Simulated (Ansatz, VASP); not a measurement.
**Mo: VASP beside Ansatz**

The input INCAR:

```
ALGO = Normal
EDIFF = 1E-6
ENCUT = 520
GGA = CA
ISIF = 2
ISMEAR = 0
LASPH = T
LCHARG = F
LREAL = F
LWAVE = F
NBANDS = 13
NELM = 100
PREC = Accurate
SIGMA = 0.15
```

The input KPOINTS:

```
k-points
0
Gamma
  18 18 18
```

File POSCAR:

```
Mo
1.0
    2.7765430532      0.0000000000      0.0000000000
   -1.3882715266      2.4045568187      0.0000000000
    0.0000000000      0.0000000000      2.5551807000
Mo
1
Direct
    0.0000000000      0.0000000000      0.5000000000
```

Input for Ansatz:

```yaml
crystal:
  lattice:
    - [2.7765430532, 0.0, 0.0]
    - [-1.3882715266, 2.4045568187, 0.0]
    - [0.0, 0.0, 2.5551807]
  atoms:
    - { symbol: Mo, position: [0.0, 0.0, 0.5] }
basis:
  ecutwfc: 420
kpoints:
  mp_grid: { grid: [18, 18, 18] }
hamiltonian:
  xc: lda
scf:
  occupations: { method: gaussian, width: 0.15 }
output:
  forces: true
  stress: true
  eigenvalues: true
  write_density: true
  write_potential: true
  elf: true
  volumetric_format: npy
```

Change from the starting cell: strain +0.015 along x and y, +0.000 along z, atoms carried along.

Alike in both runs: task single point; functional LDA; k mesh 18 × 18 × 18; occupations gaussian, width 0.15 eV; no spin polarisation.

|  | VASP | Ansatz |
| --- | --- | --- |
| version | VASP 6.6.1 | Ansatz 0.2.0 |
| potentials or method | VASP PAW LDA potentials, release 64 (Mo_sv), cutoff 520 eV | scalar-relativistic, plane waves, PAW |
| valence electrons in the cell | 14 | 14 |

```tsv
	VASP	Ansatz	Ansatz less VASP
gap on the k mesh at the Fermi level (eV)	none	none	-
pressure (GPa)	-13.0	-13.8	-0.83
traceless stress, the component that is largest in VASP (GPa)	-2.08	-2.18	-0.102
```

LDA's correlation is that of Perdew and Zunger in VASP and of Perdew and Wang (1992) in Ansatz. A gap of «none» marks a metal or a gap that the smearing closes.
